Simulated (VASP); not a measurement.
# Al6GaAs8 (a cell with a defect) in VASP: further runs, part 2 of 3

VASP 6.6.1.

### 4 Single point, PBEsol

INCAR reads:

```
SYSTEM = Al6GaAs8
ALGO = Normal ; EDIFF = 1E-6
ENCUT = 520 ; GGA = PS
ISIF = 2 ; ISMEAR = 0
LASPH = .TRUE. ; LCHARG = .FALSE.
LREAL = Auto ; LWAVE = .FALSE.
NBANDS = 48 ; NELM = 80
PREC = Accurate ; SIGMA = 0.02
```

KPOINTS reads:

```
k-points
0
G
  2 2 2
  0 0 0
```

POSCAR reads:

```
Al6GaAs8
1.0
    0.0000000000      5.6758016010     -5.6758016010
    5.6758016010      5.6758016010      0.0000000000
    5.6758016010      0.0000000000     -5.6758016010
Ga Al As
1 6 8
Direct
    0.4875781774     -0.4814641512      0.4875781774
   -0.0312991913      0.0102646294      0.5230281480
   -0.0305452009      0.5086258652      0.5231619617
    0.5230281480      0.0102646294     -0.0312991913
    0.5231619617      0.5086258652     -0.0305452009
    0.0530219379     -0.0476870086      0.0530219379
    0.0033233191      0.5021478375      0.0033233191
    0.1504188413      0.1266579684      0.1504188413
    0.1505746783      0.5831350764      0.1505746783
    0.7096598477      0.1383946366      0.0243534763
    0.6290829474      0.6350905570      0.1123374362
    0.0243535644      0.1383947247      0.7096597597
    0.1123374362      0.6350905570      0.6290829474
    0.5973294590      0.1372342719      0.5973294590
    0.5979740376      0.6785578973      0.5979740376
```

Potentials or basis: VASP PAW PBE potentials, release 64 (Ga_d, Al, As).

Run with:

```
$ cat potpaw_PBE.64/Ga_d/POTCAR potpaw_PBE.64/Al/POTCAR potpaw_PBE.64/As/POTCAR > POTCAR
$ mpirun -np 1 vasp_std > vasp.out
```

OUTCAR:

```text
SYSTEM = Al6GaAs8
   EDIFF = 1E-6
   ENCUT = 520
   GGA = PS
   ISIF = 2
   ISMEAR = 0
   LASPH = .TRUE.
   LREAL = Auto
   NELM = 80
   PREC = Accurate

 ion  position               nearest neighbor table
   1  0.488  0.519  0.488-  11 2.46  13 2.46  15 2.51  14 2.51
   2  0.969  0.010  0.523-  13 2.46  14 2.46   8 2.48  12 2.48
   3  0.969  0.509  0.523-  13 2.46  15 2.46   9 2.48  12 2.48
   4  0.523  0.010  0.969-  11 2.46  14 2.46   8 2.48  10 2.48
   5  0.523  0.509  0.969-  11 2.46  15 2.46   9 2.48  10 2.48
   6  0.053  0.952  0.053-   9 2.45   8 2.45  10 2.46  12 2.46
   7  0.003  0.502  0.003-  11 2.46  13 2.46   8 2.48   9 2.48
   8  0.150  0.127  0.150-   6 2.45   7 2.48   2 2.48   4 2.48
   9  0.151  0.583  0.151-   6 2.45   5 2.48   3 2.48   7 2.48
  10  0.710  0.138  0.024-   6 2.46   5 2.48   4 2.48  12 2.53
  11  0.629  0.635  0.112-   7 2.46   1 2.46   4 2.46   5 2.46
  12  0.024  0.138  0.710-   6 2.46   3 2.48   2 2.48  10 2.53
  13  0.112  0.635  0.629-   7 2.46   1 2.46   2 2.46   3 2.46
  14  0.597  0.137  0.597-   2 2.46   4 2.46   1 2.51
  15  0.598  0.679  0.598-   3 2.46   5 2.46   1 2.51

  LATTYP: Found a face centered cubic cell.
 ALAT       =    11.3516032020

  Lattice vectors:

 A1 = (   0.0000000000,   5.6758016010,  -5.6758016010)
 A2 = (   5.6758016010,   5.6758016010,   0.0000000000)
 A3 = (   5.6758016010,   0.0000000000,  -5.6758016010)

Analysis of symmetry for initial positions (statically):
=====================================================================
 Subroutine PRICEL returns:
 Original cell was already a primitive cell.

 Routine SETGRP: Setting up the symmetry group for a
 face centered cubic supercell.

 Subroutine GETGRP returns: Found  2 space group operations
 (whereof  2 operations were pure point group operations)
 out of a pool of 48 trial point group operations.

The static configuration has the point symmetry C_1h.

Analysis of symmetry for dynamics (positions and initial velocities):
=====================================================================
 Subroutine PRICEL returns:
 Original cell was already a primitive cell.

 Routine SETGRP: Setting up the symmetry group for a
 face centered cubic supercell.

 Subroutine GETGRP returns: Found  2 space group operations
 (whereof  2 operations were pure point group operations)
 out of a pool of 48 trial point group operations.

The dynamic configuration has the point symmetry C_1h.

 Subroutine INISYM returns: Found  2 space group operations
 (whereof  2 operations are pure point group operations),
 and found     1 'primitive' translations

----------------------------------------------------------------------------------------

                                     Primitive cell

  volume of cell :     365.6888

  direct lattice vectors                    reciprocal lattice vectors
     0.000000000  5.675801601 -5.675801601    -0.088093284  0.088093284 -0.088093284
     5.675801601  5.675801601  0.000000000     0.088093284  0.088093284  0.088093284
     5.675801601  0.000000000 -5.675801601     0.088093284 -0.088093284 -0.088093284

  length of vectors
     8.026795601  8.026795601  8.026795601     0.152582043  0.152582043  0.152582043

  position of ions in fractional coordinates (direct lattice)
     0.487578177  0.518535849  0.487578177
     0.968700809  0.010264629  0.523028148
[... 75 lines left out ...]
   PREC   = accura    normal or accurate (medium, high low for compatibility)
   ISTART =      0    job   : 0-new  1-cont  2-samecut
   ICHARG =      2    charge: 1-file 2-atom 10-const
   ISPIN  =      1    spin polarized calculation?
   LNONCOLLINEAR =      F non collinear calculations
   LSORBIT =      F    spin-orbit coupling
   LASPH  =      T    aspherical Exc in radial PAW
   ENCUT  =  520.0 eV  38.22 Ry    6.18 a.u.  14.92 14.92 14.92*2*pi/ulx,y,z
   NELM   =     80;   NELMIN=  2; NELMDL= -5     # of ELM steps
   EDIFF  = 0.1E-05   stopping-criterion for ELM
   LREAL  =      T    real-space projection
   EDIFFG = 0.1E-04   stopping-criterion for IOM
   NSW    =      0    number of steps for IOM
   IBRION =     -1    ionic relax: 0-MD 1-quasi-New 2-CG
   NFREE  =      0    steps in history (QN), initial steepest desc. (CG)
   ISIF   =      2    stress and relaxation
   ISYM   =      2    0-nonsym 1-usesym 2-fastsym
   POTIM  = 0.5000    time-step for ionic-motion
   TEBEG  =    0.0;   TEEND  =   0.0 temperature during run
   PSTRESS=    0.0 pullay stress
   NELECT =      71.0000    total number of electrons
   NUPDOWN=      -1.0000    fix difference up-down
   EMIN   =  10.00;   EMAX   =-10.00  energy-range for DOS
   EFERMI =   0.00;   METHOD = LEGACY
   ISMEAR =     0;   SIGMA  =   0.02  broadening in eV -4-tet -1-fermi 0-gaus
   EFERMI_NEDOS =   21; number of points for ismear=-14 and -15
   IALGO  =     38    algorithm
   IMIX   =      4    mixing-type and parameters
     AMIX     =   0.40;   BMIX     =  1.00
     AMIX_MAG =   1.60;   BMIX_MAG =  1.00
  volume/ion in A,a.u.               =      24.38       164.52
  Fermi-wavevector in a.u.,A,eV,Ry     =   0.947961  1.791386 12.226601  0.898630
  Thomas-Fermi vector in A             =   2.076104
   LORBIT       =      0    0 simple, 1 ext, 2 COOP (PROOUT), +10 PAW based schemes
   GGA     = PS    functional components
   LHFCALC =     F    Hartree Fock is set to
   AEXX    =    0.0000 exact exchange contribution
   IVDW    =     0    specifies the selected vdW correction
   LEPSILON=     F    determine dielectric tensor
   LRPA    =     F    only Hartree local field effects (RPA)
 non-spin polarized calculation
 Gauss-broadening in eV      SIGMA  =   0.02
  energy-cutoff  :      520.00
  volume of cell :      365.69
 maximum number of plane-waves:      9864
 NGX is ok and might be reduce to    60
   NGX = 29   NGY = 29   NGZ = 29

 number of electron      71.0000003 magnetization

 Free energy of the ion-electron system (eV)
  ---------------------------------------------------
  ext. energy  EPLUGINS =         0.00000000
  ---------------------------------------------------
  free energy    TOTEN  =       -71.75885794 eV

  energy without entropy =      -71.75885794  energy(sigma->0) =      -71.75885794

 E-fermi :   3.2033     XC(G=0):  -8.9749

 val. band max:        3.0900708301   @ k =   0.0000   0.0000   0.0000
 cond. band min:       3.3512720491   @ k =   0.5000   0.0000   0.5000
 fundamental gap:      0.2612012190
 Fermi energy:         3.2032580818

 k-point     1 :       0.0000    0.0000    0.0000
  band No.  band energies     occupation
      1     -11.2661      2.00000
      2     -11.2452      2.00000
      3     -11.2410      2.00000
      4     -11.1830      2.00000
      5     -11.1763      2.00000
      6      -8.9353      2.00000
[... 289 lines left out ...]
     46       7.2408      0.00000
     47       8.0664      0.00000
 [bands above 47 left out]

------------------------ aborting loop because EDIFF is reached ----------------------------------------

  FORCE on cell =-STRESS in cart. coord.  units (eV):
  Direction    XX          YY          ZZ          XY          YZ          ZX
  --------------------------------------------------------------------------------------
  -------------------------------------------------------------------------------------
  Total       -3.3194156     -3.3194156      0.7631648     -0.8635442      0.0005761      0.0005762
  in kB      -14.5432209    -14.5432209      3.3436230     -3.7834113      0.0025241      0.0025244
  external PRESSURE =      -8.5809396 kB  Pullay stress =       0.0000000 kB

 VOLUME and BASIS-vectors are now :
 -----------------------------------------------------------------------------
  energy-cutoff  :      520.00
  volume of cell :      365.69
      direct lattice vectors                 reciprocal lattice vectors
     0.000000000  5.675801601 -5.675801601    -0.088093284  0.088093284 -0.088093284
     5.675801601  5.675801601  0.000000000     0.088093284  0.088093284  0.088093284
     5.675801601  0.000000000 -5.675801601     0.088093284 -0.088093284 -0.088093284

 POSITION                                       TOTAL-FORCE (eV/Angst)
 -----------------------------------------------------------------------------------
      5.71050      5.71050     -5.53479        -0.006328     -0.006328      0.000624
      3.02686      5.55641     -8.46676        -0.039509     -0.029791     -0.009762
      5.85622      8.38929     -8.47180         0.034143      0.040630     -0.008271
      5.55641      3.02686     -8.46676        -0.029791     -0.039509     -0.009762
      8.38929      5.85622     -8.47180         0.040630      0.034143     -0.008271
      5.70608      5.70608     -0.60188         0.001244      0.001244      0.060049
      2.86895      2.86895     -0.03772         0.001633      0.001633     -0.033282
      1.57263      1.57263     -1.70750        -0.022253     -0.022253     -0.001500
      4.16439      4.16439     -1.70926         0.023108      0.023108     -0.007349
      0.92373      4.81339     -4.16611         0.032761     -0.032005      0.078234
      4.24225      7.17520     -4.20816         0.002845     -0.010318     -0.074271
      4.81339      0.92373     -4.16611        -0.032005      0.032761      0.078234
      7.17520      4.24225     -4.20816        -0.010318      0.002845     -0.074271
      4.16924      4.16924     -6.78065        -0.137399     -0.137399      0.008481
      7.24534      7.24534     -6.78796         0.141237      0.141237      0.001119
 -----------------------------------------------------------------------------------
    total drift:                               -0.003842     -0.004059      0.029644

  FREE ENERGIE OF THE ION-ELECTRON SYSTEM (eV)
  ---------------------------------------------------
  free  energy   TOTEN  =       -71.7588579413 eV

  energy  without entropy=      -71.7588579413  energy(sigma->0) =      -71.75885794
```

Run time: 76 s. Hardware: 1 thread of Intel Xeon 6975P-C (Granite Rapids), shared host; peak memory 0.49 GiB.

What came out:

```yaml
Free_energy: -71.7589 eV
Pressure: -0.9 GPa
Largest_force: 0.200 eV/Å
Band_gap_on_the_k_mesh: zero (an odd number of electrons rules out a gap without spin polarisation)
```

Forces on the atoms (eV/Å):
```
Ga  -0.006 -0.006  0.001
Al  -0.040 -0.030 -0.010
Al   0.034  0.041 -0.008
Al  -0.030 -0.040 -0.010
Al   0.041  0.034 -0.008
Al   0.001  0.001  0.060
Al   0.002  0.002 -0.033
As  -0.022 -0.022 -0.002
As   0.023  0.023 -0.007
As   0.033 -0.032  0.078
As   0.003 -0.010 -0.074
As  -0.032  0.033  0.078
As  -0.010  0.003 -0.074
As  -0.137 -0.137  0.008
As   0.141  0.141  0.001
```

Stress tensor (GPa, compression positive):
```
-1.45 -0.38  0.00
-0.38 -1.45  0.00
 0.00  0.00  0.33
```

Levels at points of the mesh, in eV from the Fermi level:
| k point | band 33 | band 34 | band 35 | band 36 | band 37 | band 38 |
| --- | --- | --- | --- | --- | --- | --- |
| (0.00, 0.00, 0.00) | -0.49 | -0.30 | -0.11 | 0.37 | 1.04 | 1.29 |
| (0.50, 0.00, 0.00) | -0.79 | -0.50 | -0.38 | 0.32 | 1.81 | 2.00 |
| (0.00, 0.50, 0.00) | -1.07 | -0.51 | -0.39 | -0.32 | 1.84 | 2.18 |
| (0.50, 0.50, 0.50) | -1.07 | -0.51 | -0.39 | -0.32 | 1.85 | 2.18 |
| (0.50, 0.50, 0.00) | -0.95 | -0.84 | -0.63 | -0.36 | 2.17 | 2.49 |
| (0.50, 0.00, 0.50) | -1.13 | -0.93 | -0.60 | 0.15 | 2.18 | 2.19 |

Caveat: the k points lie up to 0.48 Å⁻¹ apart, too coarse for converged energies and pressures of a metal; the PAW data sets were made with another functional, which shifts forces and pressure a little.

### 5 Single point, PBEsol

INCAR reads:

```
PREC = Accurate
ENCUT = 520
EDIFF = 1E-7
ISMEAR = 0
SIGMA = 0.02
LREAL = Auto
LASPH = T
NELM = 60
ALGO = Normal
ISIF = 2
LWAVE = F
LCHARG = F
GGA = PS
NBANDS = 48
```

KPOINTS reads:

```
Automatic mesh
0
Gamma
  2 2 2
```

POSCAR reads:

```
Al6GaAs8
1.0
    0.0000000000      5.6758016010     -5.6758016010
    5.6758016010      5.6758016010      0.0000000000
    5.6758016010      0.0000000000     -5.6758016010
Ga Al As
1 6 8
Direct
    0.5035677250     -0.0035676899      0.5035677250
    0.0031880078      0.0007645616      0.4972530223
    0.0031880078      0.4987943024      0.4972530223
    0.4972530223      0.0007645616      0.0031880078
    0.4972530223      0.4987943024      0.0031880078
   -0.0002970506      0.0002970506     -0.0002970506
   -0.0036225720      0.5036226072     -0.0036225720
    0.1229607814      0.1286588312      0.1229607814
    0.1229607814      0.6254195001      0.1229607814
    0.6243777970      0.1237514186      0.1281192598
    0.6186917279      0.6250400823      0.1312280718
    0.1281192598      0.1237514186      0.6243777970
    0.1312280718      0.6250400823      0.6186917279
    0.6255657350      0.1289687434      0.6255657350
    0.6255657350      0.6198999273      0.6255657350
```

Run with:

```
$ cat potpaw_PBE.64/Ga_d/POTCAR potpaw_PBE.64/Al/POTCAR potpaw_PBE.64/As/POTCAR > POTCAR
$ mpirun -np 1 vasp_std > vasp.out
```

It took 74 s on 1 thread of Intel Xeon 6975P-C (Granite Rapids), shared host; peak memory 0.48 GiB.

Results (log left out):

```yaml
Free_energy: -71.0824 eV
Pressure: -1.1 GPa
Largest_force: 0.019 eV/Å
Band_gap_on_the_k_mesh: zero (an odd number of electrons rules out a gap without spin polarisation)
```

Forces in eV/Å, atoms in the order of the input:
```
Ga   0.000  0.000 -0.016
Al  -0.001 -0.003  0.014
Al   0.003  0.001  0.014
Al  -0.003 -0.001  0.014
Al   0.001  0.003  0.014
Al   0.000  0.000 -0.016
Al   0.000  0.000 -0.012
As   0.000  0.000  0.002
As   0.000  0.000  0.002
As   0.003 -0.003 -0.003
As   0.007 -0.007 -0.016
As  -0.003  0.003 -0.003
As  -0.007  0.007 -0.016
As  -0.003 -0.003  0.010
As   0.003  0.003  0.010
```

Stress tensor (GPa, compression positive):
```
-1.06  0.03  0.00
 0.03 -1.06  0.00
 0.00  0.00 -1.28
```

Levels at points of the mesh, in eV from the Fermi level:
| k point | band 31 | band 32 | band 33 | band 34 | band 35 | band 36 | band 37 | band 38 | band 39 | band 40 |
| --- | --- | --- | --- | --- | --- | --- | --- | --- | --- | --- |
| (0.00, 0.00, 0.00) | -0.94 | -0.53 | -0.51 | -0.47 | 0.38 | 0.39 | 0.43 | 1.10 | 1.41 | 1.46 |
| (0.50, 0.00, 0.00) | -1.28 | -1.28 | -1.23 | -0.66 | -0.65 | 0.19 | 0.20 | 2.02 | 2.26 | 2.29 |
| (0.00, 0.50, 0.00) | -1.30 | -1.27 | -1.20 | -0.62 | -0.62 | 0.17 | 0.18 | 1.90 | 2.31 | 2.32 |
| (0.50, 0.50, 0.00) | -1.49 | -1.37 | -1.35 | -1.07 | -1.03 | -0.10 | 0.00 | 2.42 | 2.44 | 2.93 |
| (0.50, 0.00, 0.50) | -1.47 | -1.38 | -1.35 | -1.07 | -1.06 | -0.06 | -0.05 | 2.36 | 2.54 | 3.15 |

Caveat: the k points lie up to 0.48 Å⁻¹ apart, too coarse for converged energies and pressures of a metal; the PAW data sets were made with another functional, which shifts forces and pressure a little.

(Part 2 of 3 ends here.)
